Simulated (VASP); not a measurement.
# MgS (P1) in VASP: further runs, part 2 of 2

VASP 6.6.1.

## Step 3: Single point, PBE

The input, INCAR:

```
SYSTEM = MgS
PREC = Accurate
ENCUT = 520
EDIFF = 1E-6
ISMEAR = -1
SIGMA = 0.0689
LREAL = Auto
LASPH = .True.
NELM = 60
ALGO = Normal
ISIF = 2
LWAVE = .False.
LCHARG = .False.
GGA = PE
NBANDS = 46
```

The input, KPOINTS:

```
Automatic mesh
0
Gamma
  2 2 2
  0.5 0.5 0.5
```

The input, POSCAR:

```
MgS
1.0
    5.7037659560      0.0000000000      5.7037659560
    5.7037659560      5.7037659560      0.0000000000
    0.0000000000      5.7037659560      5.7037659560
Mg S
8 8
Direct
   -0.0111417615      0.0197769335     -0.0047389743
    0.0237329163      0.5305626183     -0.0260922347
    0.5014123164      0.0032568833     -0.0348430320
    0.4911284091      0.4846307723      0.0273583280
   -0.0109767828     -0.0051937615      0.5060055097
   -0.0034906762      0.5022918230      0.5252168520
    0.4799722711     -0.0257709557      0.5312503219
    0.5250200522      0.4895680365      0.4745933688
    0.3561785346      0.3646837924      0.3813720648
    0.3787971871      0.8491001449      0.3678291704
    0.8929502962      0.3872558091      0.3619367477
    0.8482740241      0.8750680758      0.4074408940
    0.3949848254      0.3645891181      0.8743242690
    0.3584803472      0.8866124660      0.8662031433
    0.8783036574      0.3899426304      0.8838424541
    0.8953237281      0.8834131763      0.8579989147
```

Potentials or basis: VASP PAW PBE potentials, release 64 (Mg, S).

Started as:

```sh
cat potpaw_PBE.64/Mg/POTCAR potpaw_PBE.64/S/POTCAR > POTCAR
mpirun -np 1 vasp_std > vasp.out
```

OUTCAR:

```text
SYSTEM = MgS
   PREC = Accurate
   ENCUT = 520
   EDIFF = 1E-6
   ISMEAR = -1
   LREAL = Auto
   LASPH = .True.
   NELM = 60
   ISIF = 2
   GGA = PE

 ion  position               nearest neighbor table
   1  0.989  0.020  0.995-  16 2.43  14 2.44  15 2.44  12 2.72
   2  0.024  0.531  0.974-  16 2.33  13 2.46  15 2.49  11 2.56
   3  0.501  0.003  0.965-  14 2.37  13 2.40  16 2.61  10 2.66
   4  0.491  0.485  0.027-   9 2.34  13 2.44  15 2.56  14 2.66
   5  0.989  0.995  0.506-  16 2.33  12 2.37  10 2.57  11 2.60
   6  0.997  0.502  0.525-  15 2.36   9 2.39  12 2.46  11 2.53
[... 8 lines left out ...]
  15  0.878  0.390  0.884-   6 2.36   1 2.44   2 2.49   4 2.56
  16  0.895  0.883  0.858-   2 2.33   5 2.33   1 2.43   3 2.61

  LATTYP: Found a face centered cubic cell.
 ALAT       =    11.4075319120

  Lattice vectors:

 A1 = (   5.7037659560,   0.0000000000,   5.7037659560)
 A2 = (   5.7037659560,   5.7037659560,   0.0000000000)
 A3 = (   0.0000000000,   5.7037659560,   5.7037659560)

Analysis of symmetry for initial positions (statically):
=====================================================================
 Subroutine PRICEL returns:
 Original cell was already a primitive cell.

 Routine SETGRP: Setting up the symmetry group for a
 face centered cubic supercell.

 Subroutine GETGRP returns: Found  1 space group operations
 (whereof  1 operations were pure point group operations)
 out of a pool of 48 trial point group operations.

The static configuration has the point symmetry C_1 .

Analysis of symmetry for dynamics (positions and initial velocities):
=====================================================================
 Subroutine PRICEL returns:
 Original cell was already a primitive cell.

 Routine SETGRP: Setting up the symmetry group for a
 face centered cubic supercell.

 Subroutine GETGRP returns: Found  1 space group operations
 (whereof  1 operations were pure point group operations)
 out of a pool of 48 trial point group operations.

The dynamic configuration has the point symmetry C_1 .

 Subroutine INISYM returns: Found  1 space group operations
 (whereof  1 operations are pure point group operations),
 and found     1 'primitive' translations

----------------------------------------------------------------------------------------

                                     Primitive cell

  volume of cell :     371.1206

  direct lattice vectors                    reciprocal lattice vectors
     5.703765956  0.000000000  5.703765956     0.087661381 -0.087661381  0.087661381
     5.703765956  5.703765956  0.000000000     0.087661381  0.087661381 -0.087661381
     0.000000000  5.703765956  5.703765956    -0.087661381  0.087661381  0.087661381

  length of vectors
     8.066343172  8.066343172  8.066343172     0.151833966  0.151833966  0.151833966

  position of ions in fractional coordinates (direct lattice)
     0.988858239  0.019776933  0.995261026
     0.023732916  0.530562618  0.973907765
     0.501412316  0.003256883  0.965156968
     0.491128409  0.484630772  0.027358328
     0.989023217  0.994806238  0.506005510
     0.996509324  0.502291823  0.525216852
[... 8 lines left out ...]
     0.878303657  0.389942630  0.883842454
[... 49 lines left out ...]
  0.250000  0.250000  0.250000      2.000000
  0.250000  0.000000  0.000000      2.000000
  0.000000  0.000000 -0.250000      2.000000
  0.000000  0.250000  0.000000      2.000000
 -0.250000  0.250000  0.250000      2.000000
  0.250000 -0.250000  0.250000      2.000000
[... 8 lines left out ...]
  0.000000  0.250000  0.500000      2.000000
  0.500000  0.250000  0.000000      2.000000
   k-points           NKPTS =     16   k-points in BZ     NKDIM =     16   number of bands    NBANDS=     46
   number of dos      NEDOS =    301   number of ions     NIONS =     16
   total plane-waves  NPLWV = 216000
   dimension x,y,z NGX =    60 NGY =   60 NGZ =   60
   dimension x,y,z NGXF=   120 NGYF=  120 NGZF=  120
   ions per type =               8   8
   NGX,Y,Z   is equivalent  to a cutoff of  12.37, 12.37, 12.37 a.u.
   NGXF,Y,Z  is equivalent  to a cutoff of  24.73, 24.73, 24.73 a.u.
 SYSTEM =  MgS
   PREC   = accura    normal or accurate (medium, high low for compatibility)
   ISTART =      0    job   : 0-new  1-cont  2-samecut
   ICHARG =      2    charge: 1-file 2-atom 10-const
   ISPIN  =      1    spin polarized calculation?
   LNONCOLLINEAR =      F non collinear calculations
   LSORBIT =      F    spin-orbit coupling
   LASPH  =      T    aspherical Exc in radial PAW
   ENCUT  =  520.0 eV  38.22 Ry    6.18 a.u.  15.00 15.00 15.00*2*pi/ulx,y,z
   NELM   =     60;   NELMIN=  2; NELMDL= -5     # of ELM steps
   EDIFF  = 0.1E-05   stopping-criterion for ELM
   LREAL  =      T    real-space projection
   EDIFFG = 0.1E-04   stopping-criterion for IOM
   NSW    =      0    number of steps for IOM
   IBRION =     -1    ionic relax: 0-MD 1-quasi-New 2-CG
   NFREE  =      0    steps in history (QN), initial steepest desc. (CG)
   ISIF   =      2    stress and relaxation
   ISYM   =      2    0-nonsym 1-usesym 2-fastsym
   POTIM  = 0.5000    time-step for ionic-motion
   TEBEG  =    0.0;   TEEND  =   0.0 temperature during run
   PSTRESS=    0.0 pullay stress
   NELECT =      64.0000    total number of electrons
   NUPDOWN=      -1.0000    fix difference up-down
   EMIN   =  10.00;   EMAX   =-10.00  energy-range for DOS
   EFERMI =   0.00;   METHOD = LEGACY
   ISMEAR =    -1;   SIGMA  =   0.07  broadening in eV -4-tet -1-fermi 0-gaus
   EFERMI_NEDOS =   21; number of points for ismear=-14 and -15
   IALGO  =     38    algorithm
   IMIX   =      4    mixing-type and parameters
     AMIX     =   0.40;   BMIX     =  1.00
     AMIX_MAG =   1.60;   BMIX_MAG =  1.00
  volume/ion in A,a.u.               =      23.20       156.53
  Fermi-wavevector in a.u.,A,eV,Ry     =   0.911234  1.721982 11.297556  0.830347
  Thomas-Fermi vector in A             =   2.035489
   LORBIT       =      0    0 simple, 1 ext, 2 COOP (PROOUT), +10 PAW based schemes
   GGA     = PE    functional components
   LHFCALC =     F    Hartree Fock is set to
   AEXX    =    0.0000 exact exchange contribution
   IVDW    =     0    specifies the selected vdW correction
   LEPSILON=     F    determine dielectric tensor
   LRPA    =     F    only Hartree local field effects (RPA)
 non-spin polarized calculation
  energy-cutoff  :      520.00
  volume of cell :      371.12
 maximum number of plane-waves:      9996
   NGX = 29   NGY = 29   NGZ = 29

 number of electron      64.0000001 magnetization

 Free energy of the ion-electron system (eV)
  ---------------------------------------------------
  ext. energy  EPLUGINS =         0.00000000
  ---------------------------------------------------
  free energy    TOTEN  =       -66.64037993 eV

  energy without entropy =      -66.64037993  energy(sigma->0) =      -66.64037993

 E-fermi :   2.7243     XC(G=0):  -8.3072

 val. band max:        1.1086245186   @ k =   0.0000   0.0000  -0.2500
 cond. band min:       4.7887499201   @ k =   0.0000   0.0000  -0.2500
 fundamental gap:      3.6801254015
 Fermi energy:         2.7242965656

 k-point     1 :       0.2500    0.2500    0.2500
  band No.  band energies     occupation
      1     -10.3338      2.00000
      2      -9.9783      2.00000
      3      -9.7986      2.00000
      4      -9.6296      2.00000
      5      -9.5661      2.00000
      6      -9.4506      2.00000
[... 741 lines left out ...]
     43       7.5325      0.00000
     44       7.7304      0.00000
 [bands above 44 left out]

------------------------ aborting loop because EDIFF is reached ----------------------------------------

  FORCE on cell =-STRESS in cart. coord.  units (eV):
  Direction    XX          YY          ZZ          XY          YZ          ZX
  --------------------------------------------------------------------------------------
  -------------------------------------------------------------------------------------
  Total        0.4559355      1.7142301      1.4422002     -0.8356937      1.3616081     -1.3070771
  in kB        1.9683345      7.4005603      6.2261713     -3.6078014      5.8782442     -5.6428264
  external PRESSURE =       5.1983554 kB  Pullay stress =       0.0000000 kB

 VOLUME and BASIS-vectors are now :
 -----------------------------------------------------------------------------
  energy-cutoff  :      520.00
  volume of cell :      371.12
      direct lattice vectors                 reciprocal lattice vectors
     5.703765956  0.000000000  5.703765956     0.087661381 -0.087661381  0.087661381
     5.703765956  5.703765956  0.000000000     0.087661381  0.087661381 -0.087661381
     0.000000000  5.703765956  5.703765956    -0.087661381  0.087661381  0.087661381

 POSITION                                       TOTAL-FORCE (eV/Angst)
 -----------------------------------------------------------------------------------
      5.75302      5.78954     11.31695        -0.323799      0.512852      0.401643
      3.16157      8.58115      5.69031        -0.916458     -0.311214      0.810377
      2.87852      5.52361      8.36497        -0.039772      0.544673      1.068962
      5.56550      2.92027      2.95733         0.731439     -0.384144     -0.421402
     11.31530      8.56028      8.52729         1.332619     -0.367870     -0.263934
      8.54881      5.86067      8.67957        -0.063787     -0.327679     -0.827453
[... 8 lines left out ...]
      7.23378      7.26537     10.05087        -0.588268      0.450250      0.101150
     10.14550      9.93261     10.00054        -0.407888      1.076226     -0.347720
 -----------------------------------------------------------------------------------
    total drift:                               -0.004500     -0.001422     -0.003073

  FREE ENERGIE OF THE ION-ELECTRON SYSTEM (eV)
  ---------------------------------------------------
  free  energy   TOTEN  =       -66.6403799320 eV

  energy  without entropy=      -66.6403799319  energy(sigma->0) =      -66.64037993
```

It took 4.4 min on 1 thread of Intel Xeon 6975P-C (Granite Rapids), shared host; peak memory 0.54 GiB.

What came out:

* Free energy: -66.6404 eV
* Pressure: 0.5 GPa
* Largest force: 2.355 eV/Å
* Band gap on the k mesh: 3.68 eV

Forces on the atoms (eV/Å):
```
Mg  -0.324  0.513  0.402
Mg  -0.916 -0.311  0.810
Mg  -0.040  0.545  1.069
Mg   0.731 -0.384 -0.421
Mg   1.333 -0.368 -0.264
Mg  -0.064 -0.328 -0.827
Mg   0.993 -1.401 -1.611
Mg  -0.441  0.109  0.223
S    0.159  0.116  1.057
S    0.550  0.472 -0.516
S   -0.264 -0.275  0.128
S    0.379 -0.698 -0.580
S    0.367 -0.192 -0.515
S   -1.468  0.676  1.292
S   -0.588  0.450  0.101
S   -0.408  1.076 -0.348
```

Caveat: the atoms stand as in a frame of molecular dynamics; a shifted mesh leaves out Γ, where band edges can lie; forces of over 1 eV/Å act on the atoms, so gaps and moduli don't describe the material at rest.

## Step 4: Single point, PBE

The input, INCAR:

```
SYSTEM = MgS
ALGO = Normal
EDIFF = 1E-7
ENCUT = 520
GGA = PE
ISIF = 2
ISMEAR = -1
LASPH = .TRUE.
LCHARG = .FALSE.
LREAL = Auto
LWAVE = .FALSE.
NBANDS = 46
NELM = 100
PREC = Accurate
SIGMA = 0.0689
```

KPOINTS is that of step 3.

The input, POSCAR:

```
MgS
1.0
    5.7037659560      0.0000000000      5.7037659560
    5.7037659560      5.7037659560      0.0000000000
    0.0000000000      5.7037659560      5.7037659560
Mg S
8 8
Direct
   -0.0159277223     -0.0264281531      0.0314590398
   -0.0124081178      0.5137333864      0.0187065880
    0.5055312617     -0.0154455847      0.0175675161
    0.5326664915      0.5151808512     -0.0453914137
    0.0410231594      0.0155268468      0.4478434984
   -0.0010852479      0.4955615328      0.5063682525
    0.4868145049      0.0422224548      0.4718799861
    0.4766975926      0.4693356145      0.5286562463
    0.3818652478      0.3896118840      0.3513815285
    0.3884484422      0.8553571513      0.3667201663
    0.8594685578      0.3730849962      0.3911683118
    0.8686497725      0.8807026864      0.3752510213
    0.3735966757      0.3770936635      0.8753583226
    0.3596632498      0.8599292183      0.9114050331
    0.8978507427      0.3592422122      0.8909335585
    0.8603656843      0.8976342191      0.8551505335
```

Started as:

```sh
cat potpaw_PBE.64/Mg/POTCAR potpaw_PBE.64/S/POTCAR > POTCAR
mpirun -np 1 vasp_std > vasp.out
```

Run time: 4.3 min. Hardware: 1 thread of Intel Xeon 6975P-C (Granite Rapids), shared host; peak memory 0.54 GiB.

It converged, with:

- Free energy: -66.3524 eV
- Pressure: 0.4 GPa
- Largest force: 1.778 eV/Å
- Band gap on the k mesh: 3.63 eV

Forces on the atoms (eV/Å):
```
Mg   0.995 -0.869 -0.923
Mg   0.343 -0.165 -0.269
Mg   0.397 -0.391 -1.161
Mg  -0.614 -0.087  0.352
Mg  -1.273  0.698 -0.291
Mg   0.050  0.173  0.109
Mg  -1.168 -0.636  1.180
Mg   1.057 -0.210 -0.153
S   -0.165  0.211 -0.862
S    0.113  0.694  1.228
S    0.444  0.119 -0.017
S   -0.883  0.770  0.750
S   -0.677  0.683  0.688
S    0.968 -0.118 -0.991
S    0.054 -0.320 -0.495
S    0.357 -0.552  0.856
```

Stress tensor (GPa, compression positive):
```
-0.09 -0.53 -0.51
-0.53  0.87  0.09
-0.51  0.09  0.42
```

Levels at points of the mesh, in eV from the valence-band top:
| k point | band 28 | band 29 | band 30 | band 31 | band 32 | band 33 | band 34 | band 35 | band 36 | band 37 |
| --- | --- | --- | --- | --- | --- | --- | --- | --- | --- | --- |
| (0.25, 0.25, 0.25) | -0.52 | -0.43 | -0.29 | -0.15 | 0.00 | 3.63 | 3.96 | 4.02 | 4.12 | 4.66 |

Caveat: the atoms stand as in a frame of molecular dynamics; a shifted mesh leaves out Γ, where band edges can lie; forces of over 1 eV/Å act on the atoms, so gaps and moduli don't describe the material at rest.

## Step 5: Single point, PBE

The input, INCAR:

```
PREC = Accurate
ENCUT = 520
EDIFF = 1E-6
ISMEAR = -1
SIGMA = 0.0689
LREAL = Auto
LASPH = T
NELM = 80
ALGO = Normal
ISIF = 2
LWAVE = F
LCHARG = F
GGA = PE
NBANDS = 46
```

The input, KPOINTS:

```
regular mesh
0
Gamma
  4 4 4
```

The input, POSCAR:

```
MgS
1.0
    5.7037659560      0.0000000000      5.7037659560
    5.7037659560      5.7037659560      0.0000000000
    0.0000000000      5.7037659560      5.7037659560
Mg S
8 8
Direct
    0.9840722298      0.9735718186      0.0314590181
    0.9875919472      0.5137333107      0.0187066047
    0.5055312423      0.9845545210      0.0175674659
    0.5326664790      0.5151808641      0.9546086205
    0.0410231006      0.0155268437      0.4478435158
    0.9989147572      0.4955615689      0.5063682511
    0.4868144815      0.0422225062      0.4718799376
    0.4766976114      0.4693356467      0.5286562178
    0.3818651575      0.3896118945      0.3513816000
    0.3884484533      0.8553572007      0.3667201076
    0.8594685295      0.3730849539      0.3911684242
    0.8686497083      0.8807026994      0.3752510080
    0.3735966420      0.3770936403      0.8753582986
    0.3596632400      0.8599291954      0.9114050756
    0.8978507685      0.3592422650      0.8909335530
    0.8603656577      0.8976342807      0.8551505077
```

Started as:

```sh
cat potpaw_PBE.64/Mg/POTCAR potpaw_PBE.64/S/POTCAR > POTCAR
mpirun -np 1 vasp_std > vasp.out
```

Run time: 8.6 min. Hardware: 1 thread of Intel Xeon 6975P-C (Granite Rapids), shared host; peak memory 0.69 GiB.

Results (log left out):

| Property | Result |
| --- | --- |
| Free energy | -66.3522 eV |
| Pressure | 0.4 GPa |
| Largest force | 1.778 eV/Å |
| Band gap on the k mesh | 2.94 eV |

Forces on the atoms (eV/Å):
```
Mg   0.995 -0.869 -0.923
Mg   0.343 -0.165 -0.269
Mg   0.397 -0.391 -1.161
Mg  -0.614 -0.087  0.352
Mg  -1.273  0.698 -0.291
Mg   0.050  0.173  0.109
Mg  -1.168 -0.636  1.180
Mg   1.057 -0.210 -0.153
S   -0.165  0.211 -0.862
S    0.113  0.694  1.228
S    0.444  0.119 -0.017
S   -0.883  0.770  0.750
S   -0.677  0.683  0.687
S    0.968 -0.118 -0.991
S    0.054 -0.320 -0.495
S    0.357 -0.552  0.856
```

Stress tensor (GPa, compression positive):
```
-0.09 -0.53 -0.51
-0.53  0.87  0.09
-0.51  0.09  0.42
```

Levels at points of the mesh, in eV from the valence-band top:
| k point | band 30 | band 31 | band 32 | band 33 | band 34 | band 35 |
| --- | --- | --- | --- | --- | --- | --- |
| (0.00, 0.00, 0.00) | -0.17 | -0.09 | 0.00 | 2.94 | 3.52 | 3.56 |
| (0.50, 0.00, 0.00) | -0.31 | -0.22 | -0.12 | 4.35 | 4.44 | 4.61 |
| (0.00, 0.50, 0.00) | -0.36 | -0.27 | -0.12 | 4.38 | 4.45 | 4.61 |
| (0.00, 0.00, 0.50) | -0.54 | -0.23 | -0.14 | 4.30 | 4.60 | 4.65 |
| (0.50, 0.50, 0.50) | -0.34 | -0.28 | -0.10 | 4.38 | 4.43 | 4.68 |
| (0.50, 0.50, 0.00) | -0.47 | -0.40 | -0.28 | 4.64 | 4.73 | 5.06 |
| (0.00, 0.50, 0.50) | -0.51 | -0.35 | -0.26 | 4.65 | 4.69 | 5.07 |
| (0.50, 0.00, 0.50) | -0.42 | -0.36 | -0.30 | 4.66 | 4.69 | 5.10 |

Caveat: the atoms stand as in a frame of molecular dynamics; forces of over 1 eV/Å act on the atoms, so gaps and moduli don't describe the material at rest.

## Step 6: Summary

| cell | k mesh | gap on the mesh (eV) | pressure (GPa) | largest force (eV/Å) |
| --- | --- | --- | --- | --- |
| as given, atomic positions A | 2 × 2 × 2, shifted | 3.47 | -0.4 | 1.35 |
| as given, atomic positions B | 2 × 2 × 2, shifted | 3.68 | 0.5 | 2.35 |
| as given, atomic positions C | 2 × 2 × 2, shifted | 3.63 | 0.4 | 1.78 |
| as given, atomic positions C | 4 × 4 × 4 | 2.94 | 0.4 | 1.78 |

Alike in all rows: task single point; level PBE; potentials or basis VASP PAW PBE potentials, release 64 (Mg, S); no spin polarisation; cutoff (eV) 520; smearing fermi-dirac 0.0689 eV.

Caveats: the atoms stand as in a frame of molecular dynamics; forces of over 1 eV/Å act on the atoms, so gaps and moduli don't describe the material at rest; a shifted mesh leaves out Γ, where band edges can lie (at least some runs).

Total energies depend on the potentials used, so only differences within one code and one set of settings carry meaning.
